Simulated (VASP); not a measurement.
# Se (Im-3m) in VASP: notebook, part 2 of 2

VASP 6.6.1.

### Step 3. Relaxation of cell and atoms, PBEsol, target pressure 148 GPa, at which the enthalpy is minimised

This run uses another cell than the first one, of 11.32 Å³/atom.

Contents of INCAR:

```
PREC = Accurate ; ENCUT = 600
EDIFF = 1E-6 ; ISMEAR = 0
SIGMA = 0.1 ; LREAL = F
LASPH = T ; NELM = 100
ALGO = Fast ; ISIF = 3
LWAVE = F ; LCHARG = F
GGA = PS ; IBRION = 2
NSW = 100 ; EDIFFG = -0.002
PSTRESS = 1480.0
```

Contents of KPOINTS:

```
regular mesh
0
Gamma
  20 20 20
```

Contents of POSCAR:

```
Se
1.0
   -1.4142940640      1.4142940640      1.4142940640
    1.4142940640     -1.4142940640      1.4142940640
    1.4142940640      1.4142940640     -1.4142940640
Se
1
Direct
    0.0000000000      0.0000000000      0.0000000000
```

Potentials or basis: VASP PAW PBE potentials, release 64 (Se).

The run is started by

```sh
cat potpaw_PBE.64/Se/POTCAR > POTCAR
mpirun -np 1 vasp_std > vasp.out
```

Wall time 14 s (1 thread of Intel Xeon 6975P-C (Granite Rapids), shared host); peak memory 0.15 GiB.

It converged, with:

```yaml
Free_energy: -1.1084 eV
Relaxed_volume: 11.34 Å³/atom
Relaxed_cell: a = 2.451 Å, b = 2.451 Å, c = 2.451 Å, α = 109.47°, β = 109.47°, γ = 109.47°
Space_group_after_relaxing_to_0.1_Å: Im-3m (No. 229)
Energy_change_on_relaxing_the_run_minimises_the_enthalpy: -21.3 meV/atom
Ionic_steps: 3
Pressure_after_relaxing: 148.0 GPa
Band_gap_on_the_k_mesh: zero (bands 3 and 4 overlap by 15.54 eV)
```

Step by step:
| step | energy change (eV) | largest force (eV/Å) | pressure (GPa) | volume (Å³) |
| --- | --- | --- | --- | --- |
| 1 | 0.0000 | 0.0000 | 149.24 | 11.32 |
| 2 | -0.1303 | 0.0000 | 141.71 | 11.46 |
| 3 | -0.0213 | 0.0000 | 148.00 | 11.34 |

Final structure:
```yaml
crystal:
  lattice:
    - [-1.41525, 1.41525, 1.41525]
    - [1.41525, -1.41525, 1.41525]
    - [1.41525, 1.41525, -1.41525]
  atoms:
    - { symbol: Se, position: [0.00000, 0.00000, 0.00000] }
```

Levels at points of the mesh, in eV from the Fermi level:
```csv
k point,band 1,band 2,band 3,band 4,band 5,band 6,band 7
"(0.00, 0.00, 0.00)",-23.67,7.31,7.31,7.31,13.95,13.95,13.95
"(0.50, 0.00, 0.00)",-15.48,-13.02,0.46,3.90,7.29,7.94,21.81
"(0.50, 0.50, 0.50)",-8.02,-6.31,-6.31,-6.31,0.35,0.35,29.99
```

Caveat: the cell is relaxed towards a set pressure, so the run minimises the enthalpy, not the energy; the PAW data sets were made with another functional, which shifts forces and pressure a little.

### Step 4. Single point, PBEsol

This run uses another cell than the first one, of 11.32 Å³/atom.

Contents of INCAR:

```
SYSTEM = Se
PREC     = Accurate       ! precision mode
ENCUT    = 520            ! plane-wave cutoff, eV
EDIFF    = 1E-6           ! SCF threshold, eV
ISMEAR   = 0              ! smearing method
SIGMA    = 0.1            ! smearing width, eV
LREAL    = .FALSE.        ! projectors in reciprocal space
LASPH    = .TRUE.         ! aspherical terms in the spheres
NELM     = 100            ! most SCF steps
ALGO     = Normal         ! electronic algorithm
ISIF     = 2              ! what is computed and relaxed
LWAVE    = .FALSE.        ! write WAVECAR
LCHARG   = .FALSE.        ! write CHGCAR
GGA      = PS             ! functional
NBANDS   = 9              ! bands
```

Contents of KPOINTS:

```
Automatic mesh
0
G
  18 18 18
  0 0 0
```

POSCAR is that of step 3.

Potentials or basis: VASP PAW PBE potentials, release 64 (Se).

The run is started by

```sh
cat potpaw_PBE.64/Se/POTCAR > POTCAR
mpirun -np 1 vasp_std > vasp.out
```

OUTCAR:

```text
SYSTEM = Se
   PREC = Accurate
   ENCUT = 520
   EDIFF = 1E-6
   ISMEAR = 0
   LREAL = .FALSE.
   LASPH = .TRUE.
   NELM = 100
   ISIF = 2
   GGA = PS

 ion  position               nearest neighbor table
   1  0.000  0.000  0.000-

  LATTYP: Found a body centered cubic cell.
 ALAT       =     2.8285881280

  Lattice vectors:

 A1 = (  -1.4142940640,   1.4142940640,   1.4142940640)
 A2 = (   1.4142940640,  -1.4142940640,   1.4142940640)
 A3 = (   1.4142940640,   1.4142940640,  -1.4142940640)

Analysis of symmetry for initial positions (statically):
=====================================================================
 Subroutine PRICEL returns:
 Original cell was already a primitive cell.

 Routine SETGRP: Setting up the symmetry group for a
 body centered cubic supercell.

 Subroutine GETGRP returns: Found 48 space group operations
 (whereof 48 operations were pure point group operations)
 out of a pool of 48 trial point group operations.

The static configuration has the point symmetry O_h .

[... 154 lines left out ...]
  free energy    TOTEN  =        -1.08393462 eV

  energy without entropy =       -1.08111175  energy(sigma->0) =       -1.08252319

 E-fermi :  14.7789     XC(G=0): -13.5167

 val. band max:       14.7588957492   @ k =   0.2778   0.1667   0.0556
 cond. band min:      14.7943340184   @ k =   0.5000   0.5000   0.0556
 fundamental gap:      0.0354382692
 Fermi energy:        14.7788523606

 k-point     1 :       0.0000    0.0000    0.0000
  band No.  band energies     occupation
      1      -8.8793      2.00000
      2      22.1614      0.00000
      3      22.1614      0.00000
      4      22.1614      0.00000
      5      28.7811      0.00000
      6      28.7811      0.00000
      7      28.7811      0.00000
      8      32.5152      0.00000
      9      32.5152      0.00000
[... 265 lines left out ...]
 k-point    24 :       0.3889    0.1111   -0.0000
  band No.  band energies     occupation
      1      -1.4146      2.00000
      2       3.3908      2.00000
      3      13.0267      2.00000
      4      17.1789      0.00000
      5      23.5541      0.00000
      6      26.4465      0.00000
      7      33.3692      0.00000
      8      36.9989      0.00000
      9      40.5677      0.00000

 [... further k-points ...]
[... 5 lines left out ...]
  --------------------------------------------------------------------------------------
  -------------------------------------------------------------------------------------
  Total       10.6342326     10.6342326     10.6342326      0.0000000      0.0000000      0.0000000
  in kB     1505.6970206   1505.6970206   1505.6970206      0.0000000      0.0000000      0.0000000
  external PRESSURE =    1505.6970206 kB  Pullay stress =       0.0000000 kB

 VOLUME and BASIS-vectors are now :
 -----------------------------------------------------------------------------
  energy-cutoff  :      520.00
  volume of cell :       11.32
      direct lattice vectors                 reciprocal lattice vectors
    -1.414294064  1.414294064  1.414294064     0.000000000  0.353533266  0.353533266
     1.414294064 -1.414294064  1.414294064     0.353533266  0.000000000  0.353533266
     1.414294064  1.414294064 -1.414294064     0.353533266  0.353533266  0.000000000

 POSITION                                       TOTAL-FORCE (eV/Angst)
 -----------------------------------------------------------------------------------
      0.00000      0.00000      0.00000        -0.000000      0.000000     -0.000000
 -----------------------------------------------------------------------------------
    total drift:                                0.000000     -0.000000      0.000000

  FREE ENERGIE OF THE ION-ELECTRON SYSTEM (eV)
  ---------------------------------------------------
  free  energy   TOTEN  =        -1.0839346212 eV

  energy  without entropy=       -1.0811117542  energy(sigma->0) =       -1.08252319
```

Wall time 5.6 s (1 thread of Intel Xeon 6975P-C (Granite Rapids), shared host); peak memory 0.13 GiB.

What came out:

```yaml
Free_energy: -1.0839 eV
Pressure: 150.6 GPa
Band_gap_on_the_k_mesh: zero (bands 3 and 4 overlap by 14.48 eV)
```

Caveat: the cell stands under pressure; the PAW data sets were made with another functional, which shifts forces and pressure a little.

### Step 5. Overview

| task | cell | k mesh | cutoff (eV) | gap on the mesh (eV) | pressure (GPa) |
| --- | --- | --- | --- | --- | --- |
| single point | a = 2.448 Å, angles 109.5°, 1 atom | 20 × 20 × 20 | 520 | none | 150.6 |
| relaxation of cell and atoms | relaxed to 148 GPa from a = 2.450 Å, angles 109.5°, 1 atom | 20 × 20 × 20 | 600 | none | 148.0 |
| single point | a = 2.450 Å, angles 109.5°, 1 atom | 18 × 18 × 18 | 520 | none | 150.6 |

Alike in all rows: level PBEsol; potentials or basis VASP PAW PBE potentials, release 64 (Se); no spin polarisation; smearing gaussian 0.1 eV.

Caveats: the PAW data sets were made with another functional, which shifts forces and pressure a little; the cell stands under pressure (at least some runs); the cell is relaxed towards a set pressure, so the run minimises the enthalpy, not the energy (at least some runs).

Absolute energies hang on the potentials; compare differences alone.
